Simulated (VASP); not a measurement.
Write the native input for VASP 6.6.1 that does the following.

```yaml
Task: single point
Functional: PBE
Potentials_or_basis: VASP PAW PBE potentials, release 64 (Ti_sv, O)
Cutoff: 520 eV
k_mesh: 8 × 8 × 8
Occupations: gaussian, width 0.01 eV
Spin: no spin polarisation
Dipole_correction: no
Further_INCAR_settings: ALGO = Normal; EDIFF = 1e-07; NBANDS = 19
```

The structure of TiO2 lies in POSCAR:

```
TiO2
1.0
    0.0000000000      2.4623316613      2.4623316613
    2.4623316613      0.0000000000      2.4623316613
    2.4623316613      2.4623316613      0.0000000000
Ti O
1 2
Direct
    0.0000000000      0.0000000000      0.0000000000
    0.2500000000      0.2500000000      0.2500000000
    0.7500000000      0.7500000000      0.7500000000
```

This cell differs from its parent crystal: volume changed by +6%.

These files were run (other wordings do the same):

INCAR

```
PREC = Accurate ; ENCUT = 520
EDIFF = 1E-7 ; ISMEAR = 0
SIGMA = 0.01 ; LREAL = F
LASPH = T ; NELM = 60
ALGO = Normal ; ISIF = 2
LWAVE = F ; LCHARG = F
GGA = PE ; NBANDS = 19
```

KPOINTS

```
regular mesh
0
Gamma
  8 8 8
```

Potentials or basis: VASP PAW PBE potentials, release 64 (Ti_sv, O).

Launch:

```bash
$ cat potpaw_PBE.64/Ti_sv/POTCAR potpaw_PBE.64/O/POTCAR > POTCAR
$ mpirun -np 1 vasp_std > vasp.out
```

Results of the run:

```
Pressure               : -12.1 GPa
Band gap on the k mesh : 1.05 eV, indirect (least direct gap 1.65 eV)
```

Wall time 36 s on 1 thread of Intel(R) Xeon(R) Platinum 8488C (Sapphire Rapids), with other jobs on the host, peak memory 0.16 GiB.
